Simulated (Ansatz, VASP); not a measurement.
**InSb: VASP beside Ansatz**

```
CELL_PARAMETERS angstrom
0.00000 3.25993 3.25993
3.25993 0.00000 3.25993
3.25993 3.25993 0.00000
ATOMIC_POSITIONS crystal
In 0.00000 0.00000 0.00000
Sb 0.75000 0.75000 0.75000
```

Alike in both runs: task relaxation of cell and atoms; functional PBEsol; k mesh 12 × 12 × 12; occupations fermi-dirac, width 0.15 eV; no spin polarisation.

```csv
,VASP,Ansatz
version,VASP 6.6.1,Ansatz 0.2.0
potentials or method,"VASP PAW PBE potentials, release 64 (In_d, Sb), cutoff 600 eV","scalar-relativistic, plane waves, PAW"
valence electrons in the cell,18,28
```

Ansatz gave:

| Item | Value |
| --- | --- |
| gap on the k mesh at the Fermi level, each at its own relaxed structure (eV) | none |
| relaxed volume (Å³/atom) | 34.64 |
| relaxed cell length with the largest relative difference (Å) | 4.610 |

**Question.** Which values does VASP return?

**Answer.** gap on the k mesh at the Fermi level, each at its own relaxed structure (eV): none; relaxed volume (Å³/atom): 34.69; relaxed cell length with the largest relative difference (Å): 4.612.

VASP's potentials were made for PBE, not for PBEsol. A gap of «none» marks a metal or a gap that the smearing closes. VASP's potentials hold 18 valence electrons a cell and Ansatz's 28, so a difference there can come from the potentials and not from the codes.

Neither program's run includes spin-orbit coupling.
